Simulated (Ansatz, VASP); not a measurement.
**Ti: VASP beside Ansatz**

```
CELL_PARAMETERS angstrom
-1.66259 1.66259 1.66259
1.66259 -1.66259 1.66259
1.66259 1.66259 -1.66259
ATOMIC_POSITIONS crystal
Ti 0.00000 0.00000 0.00000
```

Alike in both runs: task single point; functional r2SCAN; k mesh 11 × 11 × 11; occupations fermi-dirac, width 0.05 eV; no spin polarisation.

```csv
,VASP,Ansatz
version,VASP 6.6.1,Ansatz 0.2.0
potentials or method,"VASP PAW PBE potentials, release 64 (Ti_sv)",Ansatz PAW
plane-wave cutoff (eV),520,500
valence electrons in the cell,12,12
```

```tsv
	VASP	Ansatz	Ansatz less VASP
gap on the k mesh at the Fermi level (eV)	none	none	-
pressure (GPa)	-6.3	-6.5	-0.22
```

VASP's potentials were made for PBE, not for r2SCAN. A gap of «none» marks a metal or a gap that the smearing closes. With one functional, cell and mesh, what is left measures potentials, basis and numerics.
